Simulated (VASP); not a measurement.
A run of VASP 6.6.1 is set up as follows.

File INCAR:

```
PREC = Accurate
ENCUT = 520
EDIFF = 1E-6
ISMEAR = -1
SIGMA = 0.02
LREAL = False
LASPH = True
NELM = 80
ALGO = Normal
ISIF = 2
LWAVE = False
LCHARG = False
GGA = PS
NBANDS = 16
```

KPOINTS

```
regular mesh
0
Gamma
  8 8 8
```

POSCAR

```
ZnO
1.0
    2.6447641420      0.0000000000      0.0000000000
    0.0000000000      2.6447641420      0.0000000000
    0.0000000000      0.0000000000      2.6447641420
Zn O
1 1
Direct
    0.0000000000      0.0000000000      0.0000000000
    0.5000000000      0.5000000000      0.5000000000
```

Potentials or basis: VASP PAW PBE potentials, release 64 (Zn, O).

Launch:

```sh
$ cat potpaw_PBE.64/Zn/POTCAR potpaw_PBE.64/O/POTCAR > POTCAR
$ mpirun -np 1 vasp_std > vasp.out
```

(1) Predict the band gap on the k mesh.

(2) Estimate the pressure.

Answers

(1) zero (band 9 reaches 3.46 eV, above the bottom of band 10 at 2.81 eV).

(2) 1.0 GPa.

Caveat: the PAW data sets were made with another functional, which shifts forces and pressure a little.
